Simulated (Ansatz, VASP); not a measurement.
Two plane-wave programs on Cu

```
CELL_PARAMETERS angstrom
-1.44279 1.44279 1.37608
1.44279 -1.44279 1.37608
1.44279 1.44279 -1.37608
ATOMIC_POSITIONS crystal
Cu 0.00000 0.00000 0.00000
```

Alike in both runs: task single point; functional PBE; k mesh 10 × 10 × 10; occupations gaussian, width 0.05 eV; no spin polarisation.

```csv
,VASP,Ansatz
version,VASP 6.6.1,Ansatz 0.2.0
potentials or method,"VASP PAW PBE potentials, release 64 (Cu), cutoff 520 eV","scalar-relativistic, plane waves, PAW"
valence electrons in the cell,11,19
```

```csv
,VASP,Ansatz,Ansatz less VASP
gap on the k mesh at the Fermi level (eV),none,none,-
pressure (GPa),8.4,7.2,-1.24
"traceless stress, the component that is largest in VASP (GPa)",-0.89,-0.73,+0.165
```

A gap of «none» marks a metal or a gap that the smearing closes. The functional is the same, so the differences come from potentials, cutoffs and numerics. VASP's potentials hold 11 valence electrons a cell and Ansatz's 19, so a difference there can come from the potentials and not from the codes.
